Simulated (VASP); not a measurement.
The system is FeO.

```
Fe O
1.0
     1.58442    0.91477    2.48306
    -1.58442    0.91477    2.48306
     0.00000   -1.82953    2.48306
Fe O
1 1
Direct
  0.00000 0.00000 0.00000
  0.50000 0.50000 0.50000
```

- Program: VASP 6.6.1
- Task: relaxation of cell and atoms
- Functional: PBE
- Potentials or basis: VASP PAW PBE potentials, release 64 (Fe_sv, O)
- Cutoff: 600 eV
- k mesh: 12 × 12 × 12
- Occupations: gaussian, width 0.02 eV
- Spin: collinear spin, ferromagnetic start
- Starting moments: [3.9, 0.17] μB
- Hubbard terms: Fe d U = 5.3 eV

At the start: pressure -10.5 GPa; volume 10.80 Å³/atom.

Q: Where does the relaxation end?

A: Over 9 steps the energy falls by 25.9 meV/atom and the volume is 10.10 Å³/atom (-6.5 %); space group R-3m (No. 166, to 0.1 Å) before, Fm-3m (No. 225, to 0.1 Å); moment 4.00 μB per cell.

The path:
| step | energy change (eV) | largest force (eV/Å) | pressure (GPa) | volume (Å³) |
| --- | --- | --- | --- | --- |
| 1 | 0.0000 | 0.0000 | -10.52 | 21.59 |
| 2 | -0.0339 | 0.0000 | 7.52 | 19.45 |
| 3 | -0.0501 | 0.0000 | 0.04 | 20.18 |
| 4 | -0.0501 | 0.0000 | 0.28 | 20.16 |
| 5 | -0.0509 | 0.0000 | 0.25 | 20.16 |
| 6 | -0.0517 | 0.0000 | 0.15 | 20.18 |
| 7 | -0.0517 | 0.0000 | 0.15 | 20.18 |
| 8 | -0.0517 | 0.0000 | -0.16 | 20.22 |
| 9 | -0.0517 | 0.0000 | -0.02 | 20.19 |

Final structure:
```cif
data_structure
_symmetry_space_group_name_H-M 'P 1'
_symmetry_Int_Tables_number 1
_cell_length_a 3.0406
_cell_length_b 3.0406
_cell_length_c 3.0406
_cell_angle_alpha 60.706
_cell_angle_beta 60.706
_cell_angle_gamma 60.706
_cell_volume 20.19
loop_
_atom_site_label
_atom_site_type_symbol
_atom_site_fract_x
_atom_site_fract_y
_atom_site_fract_z
_atom_site_occupancy
Fe1 Fe 0.00000 0.00000 0.00000 1
O1 O 0.50000 0.50000 0.50000 1
```

Caveat: a cell with one magnetic atom can't hold antiferromagnetic order, which such compounds often take.
